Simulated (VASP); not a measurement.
# C (P6_3/mmc) in VASP: a series of runs, part 2 of 2

VASP 6.6.1. Earlier steps stand in the parts before.

## (4) Single point, PBE

Contents of INCAR:

```
SYSTEM = C
PREC = Accurate
ENCUT = 600
EDIFF = 1E-6
ISMEAR = -1
SIGMA = 0.05
LREAL = .False.
LASPH = .True.
NELM = 120
ALGO = Normal
ISIF = 2
LWAVE = .False.
LCHARG = .True.
GGA = PE
LELF = .True.
LVHAR = .True.
NBANDS = 16
GGA_COMPAT = .False.
```

Contents of KPOINTS:

```
regular mesh
0
Gamma
  9 9 4
  0 0 0
```

Contents of POSCAR:

```
C
1.0
    2.5031953710      0.0000000000      0.0000000000
   -1.2515976855      2.1678307819      0.0000000000
    0.0000000000      0.0000000000      4.1688692747
C
4
Direct
    0.3333333333      0.6666666667      0.0002313176
    0.6666666667      0.3333333333      0.5002313176
    0.3333333333      0.6666666667      0.3747686824
    0.6666666667      0.3333333333      0.8747686824
```

Potentials or basis: VASP PAW PBE potentials, release 64 (C).

On the command line:

```sh
$ cat potpaw_PBE.64/C/POTCAR > POTCAR
$ mpirun -np 1 vasp_std > vasp.out
```

OUTCAR:

```text
SYSTEM = C
   PREC = Accurate
   ENCUT = 600
   EDIFF = 1E-6
   ISMEAR = -1
   LREAL = .False.
   LASPH = .True.
   NELM = 120
   ISIF = 2
   GGA = PE

 ion  position               nearest neighbor table
   1  0.333  0.667  0.000-   4 1.54   4 1.54   4 1.54   3 1.56
   2  0.667  0.333  0.500-   3 1.54   3 1.54   3 1.54   4 1.56
   3  0.333  0.667  0.375-   2 1.54   2 1.54   2 1.54   1 1.56
   4  0.667  0.333  0.875-   1 1.54   1 1.54   1 1.54   2 1.56

  LATTYP: Found a hexagonal cell.
 ALAT       =     2.5031953710
 C/A-ratio  =     1.6654190572

  Lattice vectors:

 A1 = (   2.5031953710,   0.0000000000,   0.0000000000)
 A2 = (  -1.2515976855,   2.1678307819,   0.0000000000)
 A3 = (   0.0000000000,   0.0000000000,   4.1688692747)

Analysis of symmetry for initial positions (statically):
=====================================================================
 Subroutine PRICEL returns:
 Original cell was already a primitive cell.

 Routine SETGRP: Setting up the symmetry group for a
 hexagonal supercell.

 Subroutine GETGRP returns: Found 24 space group operations
 (whereof  6 operations were pure point group operations)
 out of a pool of 24 trial point group operations.

The static configuration has the point symmetry C_3v.
 The point group associated with its full space group is D_6h.

Analysis of symmetry for dynamics (positions and initial velocities):
=====================================================================
 Subroutine PRICEL returns:
 Original cell was already a primitive cell.

 Routine SETGRP: Setting up the symmetry group for a
 hexagonal supercell.

 Subroutine GETGRP returns: Found 24 space group operations
 (whereof  6 operations were pure point group operations)
 out of a pool of 24 trial point group operations.

The dynamic configuration has the point symmetry C_3v.
 The point group associated with its full space group is D_6h.

 Subroutine INISYM returns: Found 24 space group operations
 (whereof  6 operations are pure point group operations),
 and found     1 'primitive' translations

----------------------------------------------------------------------------------------

                                     Primitive cell

  volume of cell :      22.6224

  direct lattice vectors                    reciprocal lattice vectors
     2.503195371  0.000000000  0.000000000     0.399489393  0.230645309  0.000000000
    -1.251597685  2.167830782  0.000000000     0.000000000  0.461290617  0.000000000
     0.000000000  0.000000000  4.168869275     0.000000000  0.000000000  0.239873197

  length of vectors
     2.503195371  2.503195371  4.168869275     0.461290617  0.461290617  0.239873197

  position of ions in fractional coordinates (direct lattice)
     0.333333333  0.666666667  0.000231318
     0.666666667  0.333333333  0.500231318
     0.333333333  0.666666667  0.374768682
     0.666666667  0.333333333  0.874768682

  ion indices of the primitive-cell ions
   primitive index   ion index
                 1           1
                 2           2
                 3           3
                 4           4

----------------------------------------------------------------------------------------

 KPOINTS: regular mesh

Automatic generation of k-mesh.
[... 24 lines left out ...]
  0.111111  0.000000  0.000000      6.000000
  0.222222  0.000000  0.000000      6.000000
  0.333333 -0.000000  0.000000      6.000000
  0.444444  0.000000  0.000000      6.000000
  0.111111  0.111111  0.000000      6.000000
[... 16 lines left out ...]
  0.333333  0.222222  0.250000     24.000000
  0.333333  0.333333  0.250000      4.000000
 [... further k-points ...]
   k-points           NKPTS =     36   k-points in BZ     NKDIM =     36   number of bands    NBANDS=     16
   number of dos      NEDOS =    301   number of ions     NIONS =      4
   total plane-waves  NPLWV =  14400
   dimension x,y,z NGX =    20 NGY =   20 NGZ =   36
   dimension x,y,z NGXF=    40 NGYF=   40 NGZF=   72
   ions per type =               4
   NGX,Y,Z   is equivalent  to a cutoff of  13.28, 13.28, 14.36 a.u.
   NGXF,Y,Z  is equivalent  to a cutoff of  26.57, 26.57, 28.71 a.u.
 SYSTEM =  C
   PREC   = accura    normal or accurate (medium, high low for compatibility)
   ISTART =      0    job   : 0-new  1-cont  2-samecut
   ICHARG =      2    charge: 1-file 2-atom 10-const
   ISPIN  =      1    spin polarized calculation?
   LNONCOLLINEAR =      F non collinear calculations
   LSORBIT =      F    spin-orbit coupling
   LASPH  =      T    aspherical Exc in radial PAW
   ENCUT  =  600.0 eV  44.10 Ry    6.64 a.u.   5.00  5.00  8.33*2*pi/ulx,y,z
   NELM   =    120;   NELMIN=  2; NELMDL= -5     # of ELM steps
   EDIFF  = 0.1E-05   stopping-criterion for ELM
   LREAL  =      F    real-space projection
   EDIFFG = 0.1E-04   stopping-criterion for IOM
   NSW    =      0    number of steps for IOM
   IBRION =     -1    ionic relax: 0-MD 1-quasi-New 2-CG
   NFREE  =      0    steps in history (QN), initial steepest desc. (CG)
   ISIF   =      2    stress and relaxation
   ISYM   =      2    0-nonsym 1-usesym 2-fastsym
   POTIM  = 0.5000    time-step for ionic-motion
   TEBEG  =    0.0;   TEEND  =   0.0 temperature during run
   PSTRESS=    0.0 pullay stress
   NELECT =      16.0000    total number of electrons
   NUPDOWN=      -1.0000    fix difference up-down
   EMIN   =  10.00;   EMAX   =-10.00  energy-range for DOS
   EFERMI =   0.00;   METHOD = LEGACY
   ISMEAR =    -1;   SIGMA  =   0.05  broadening in eV -4-tet -1-fermi 0-gaus
   EFERMI_NEDOS =   21; number of points for ismear=-14 and -15
   IALGO  =     38    algorithm
   IMIX   =      4    mixing-type and parameters
     AMIX     =   0.40;   BMIX     =  1.00
     AMIX_MAG =   1.60;   BMIX_MAG =  1.00
  volume/ion in A,a.u.               =       5.66        38.17
  Fermi-wavevector in a.u.,A,eV,Ry     =   1.458597  2.756349 28.946471  2.127506
  Thomas-Fermi vector in A             =   2.575263
   LORBIT       =      0    0 simple, 1 ext, 2 COOP (PROOUT), +10 PAW based schemes
   GGA     = PE    functional components
   LHFCALC =     F    Hartree Fock is set to
   AEXX    =    0.0000 exact exchange contribution
   IVDW    =     0    specifies the selected vdW correction
   LEPSILON=     F    determine dielectric tensor
   LRPA    =     F    only Hartree local field effects (RPA)
 non-spin polarized calculation
  energy-cutoff  :      600.00
  volume of cell :       22.62
 maximum number of plane-waves:       777
 NGX is ok and might be reduce to    20
   NGX =  9   NGY =  9   NGZ = 17

 number of electron      16.0000002 magnetization

 Free energy of the ion-electron system (eV)
  ---------------------------------------------------
  ext. energy  EPLUGINS =         0.00000000
  ---------------------------------------------------
  free energy    TOTEN  =       -36.27839116 eV

  energy without entropy =      -36.27839116  energy(sigma->0) =      -36.27839116

 E-fermi :  11.0752     XC(G=0): -13.2599

 val. band max:       10.0572986452   @ k =   0.0000   0.0000   0.0000
 cond. band min:      13.3689646096   @ k =   0.3333   0.3333   0.0000
 fundamental gap:      3.3116659643
 Fermi energy:        11.0751951595

 k-point     1 :       0.0000    0.0000    0.0000
  band No.  band energies     occupation
      1     -11.7679      2.00000
      2      -6.1869      2.00000
      3      -3.6592      2.00000
      4       6.9737      2.00000
      5       6.9737      2.00000
      6       9.5798      2.00000
[... 433 lines left out ...]
      3      -1.1333      2.00000
      4      -1.1333      2.00000
      5      -0.6697      2.00000
      6       2.1023      2.00000
[... 8 lines left out ...]
     15      25.5480      0.00000
     16      25.5480      0.00000

 [... further k-points ...]

------------------------ aborting loop because EDIFF is reached ----------------------------------------

  FORCE on cell =-STRESS in cart. coord.  units (eV):
  Direction    XX          YY          ZZ          XY          YZ          ZX
  --------------------------------------------------------------------------------------
  -------------------------------------------------------------------------------------
  Total        0.6300441      0.6300441      0.5071747      0.0000000     -0.0000000     -0.0000000
  in kB       44.6213921     44.6213921     35.9194536      0.0000000     -0.0000000     -0.0000000
  external PRESSURE =      41.7207459 kB  Pullay stress =       0.0000000 kB

 VOLUME and BASIS-vectors are now :
 -----------------------------------------------------------------------------
  energy-cutoff  :      600.00
  volume of cell :       22.62
      direct lattice vectors                 reciprocal lattice vectors
     2.503195371  0.000000000  0.000000000     0.399489393  0.230645309  0.000000000
    -1.251597685  2.167830782  0.000000000     0.000000000  0.461290617  0.000000000
     0.000000000  0.000000000  4.168869275     0.000000000  0.000000000  0.239873197

 POSITION                                       TOTAL-FORCE (eV/Angst)
 -----------------------------------------------------------------------------------
     -0.00000      1.44522      0.00096         0.000000      0.000000      0.015532
      1.25160      0.72261      2.08540        -0.000000      0.000000      0.015532
     -0.00000      1.44522      1.56236         0.000000     -0.000000     -0.015532
      1.25160      0.72261      3.64680        -0.000000     -0.000000     -0.015532
 -----------------------------------------------------------------------------------
    total drift:                               -0.000000      0.000000      0.000000

  FREE ENERGIE OF THE ION-ELECTRON SYSTEM (eV)
  ---------------------------------------------------
  free  energy   TOTEN  =       -36.2783911636 eV

  energy  without entropy=      -36.2783911636  energy(sigma->0) =      -36.27839116
```

Wall time 19 s (1 thread of Intel Xeon 8259CL, shared host); peak memory 0.14 GiB.

Results:

| Item | Value |
| --- | --- |
| Free energy | -36.2784 eV |
| Pressure | 4.2 GPa |
| Largest force | 0.016 eV/Å |
| Band gap on the k mesh | 3.31 eV (least direct gap 4.99 eV) |

Forces in eV/Å, atoms in the order of the input:
```
C    0.000  0.000  0.016
C    0.000  0.000  0.016
C    0.000  0.000 -0.016
C    0.000  0.000 -0.016
```

Levels at points of the mesh, in eV from the valence-band top:
```csv
k point,band 6,band 7,band 8,band 9,band 10,band 11
"(0.00, 0.00, 0.00)",-0.48,0.00,0.00,4.99,4.99,5.34
"(0.00, 0.00, 0.50)",-1.85,-1.85,-1.85,7.27,7.27,7.27
```

Caveat: the cell stands under pressure; an odd mesh through Γ misses points on the zone boundary, where band edges can lie.

## (5) Single point, LDA

Contents of INCAR:

```
SYSTEM = C
ALGO = Normal
EDIFF = 1E-6
ENCUT = 600
GGA = CA
GGA_COMPAT = .FALSE.
ISIF = 2
ISMEAR = 0
LASPH = .TRUE.
LCHARG = .TRUE.
LELF = .TRUE.
LREAL = .FALSE.
LVHAR = .TRUE.
LWAVE = .FALSE.
NBANDS = 16
NELM = 120
PREC = Accurate
SIGMA = 0.01
```

Contents of KPOINTS:

```
k-points
0
G
  9 9 4
  0 0 0
```

POSCAR is that of step 4.

Potentials or basis: VASP PAW LDA potentials, release 64 (C).

On the command line:

```sh
$ cat potpaw_LDA.64/C/POTCAR > POTCAR
$ mpirun -np 1 vasp_std > vasp.out
```

It took 18 s on 1 thread of Intel Xeon 8259CL, shared host; peak memory 0.12 GiB.

The run converged. Its results:

- Free energy: -40.3905 eV
- Pressure: -9.9 GPa
- Largest force: 0.005 eV/Å
- Band gap on the k mesh: 3.11 eV (least direct gap 4.94 eV)

Forces on the atoms (eV/Å):
```
C    0.000  0.000  0.005
C    0.000  0.000  0.005
C    0.000  0.000 -0.005
C    0.000  0.000 -0.005
```

Stress tensor (GPa, compression positive):
```
 -9.88   0.00   0.00
  0.00  -9.88   0.00
  0.00   0.00 -10.02
```

Levels at points of the mesh, in eV from the valence-band top:
| k point | band 4 | band 5 | band 6 | band 7 | band 8 | band 9 | band 10 | band 11 | band 12 | band 13 |
| --- | --- | --- | --- | --- | --- | --- | --- | --- | --- | --- |
| (0.00, 0.00, 0.00) | -3.07 | -3.07 | -0.48 | 0.00 | 0.00 | 4.94 | 4.94 | 5.28 | 8.34 | 9.48 |
| (0.00, 0.00, 0.50) | -7.00 | -1.84 | -1.84 | -1.84 | -1.84 | 7.21 | 7.21 | 7.21 | 7.21 | 7.71 |

Caveat: the cell stands under tension; an odd mesh through Γ misses points on the zone boundary, where band edges can lie.

## (6) Overview

| level | potentials or basis | k mesh | smearing | gap on the mesh (eV) | pressure (GPa) | largest force (eV/Å) |
| --- | --- | --- | --- | --- | --- | --- |
| PBE | VASP PAW PBE potentials, release 64 (C) | 9 × 9 × 4 | gaussian 0.01 eV | 3.31 | 4.2 | 0.02 |
| PBE | VASP PAW PBE potentials, release 64 (C) | 9 × 9 × 4, shifted | gaussian 0.01 eV | 3.98 | 4.2 | 0.02 |
| PBE | VASP PAW PBE potentials, release 64 (C) | 9 × 9 × 4 | fermi-dirac 0.05 eV | 3.31 | 4.2 | 0.02 |
| LDA | VASP PAW LDA potentials, release 64 (C) | 9 × 9 × 4 | gaussian 0.01 eV | 3.11 | -9.9 | - |

Alike in all rows: task single point; no spin polarisation; cell as given; cutoff (eV) 600.

Caveats: the cell stands under pressure (at least some runs); an odd mesh through Γ misses points on the zone boundary, where band edges can lie (at least some runs); a shifted mesh leaves out Γ, where band edges can lie (at least some runs); the cell stands under tension (at least some runs).

Total energies depend on the potentials used, so only differences within one code and one set of settings carry meaning.
